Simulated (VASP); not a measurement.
Input of a VASP 6.6.1 run:

Contents of INCAR:

```
SYSTEM = ScNi3Ir
PREC = Accurate
ENCUT = 520
EDIFF = 1E-6
ISMEAR = 0
SIGMA = 0.1
LREAL = .FALSE.
LASPH = .TRUE.
NELM = 80
ALGO = Normal
ISIF = 2
LWAVE = .FALSE.
LCHARG = .FALSE.
GGA = PE
NBANDS = 33
```

Contents of KPOINTS:

```
Automatic mesh
0
G
  4 4 4
  0 0 0
```

POSCAR

```
ScNi3Ir
1.0
    4.5047740317      0.0000000000      0.0000000000
    0.0000000000      4.5047740317      0.0000000000
    0.0000000000      0.0000000000      4.5047740317
Sc Ni Ir
1 3 1
Direct
    0.0000000000      0.0000000000      0.0000000000
    0.0000000000      0.5000000000      0.5000000000
    0.5000000000      0.0000000000      0.5000000000
    0.5000000000      0.5000000000      0.0000000000
    0.5000000000      0.5000000000      0.5000000000
```

Potentials or basis: VASP PAW PBE potentials, release 64 (Sc_sv, Ni, Ir).

The run is started by

```console
$ cat potpaw_PBE.64/Sc_sv/POTCAR potpaw_PBE.64/Ni/POTCAR potpaw_PBE.64/Ir/POTCAR > POTCAR
$ mpirun -np 1 vasp_std > vasp.out
```

(1) Estimate the pressure.

(2) What does it give for the band gap on the k mesh?

## Answers

(1) 0.1 GPa.

(2) zero (band 25 reaches 5.88 eV, above the bottom of band 26 at 5.02 eV).

Caveat: spin-orbit coupling is left out, which moves the levels of the heavy elements.
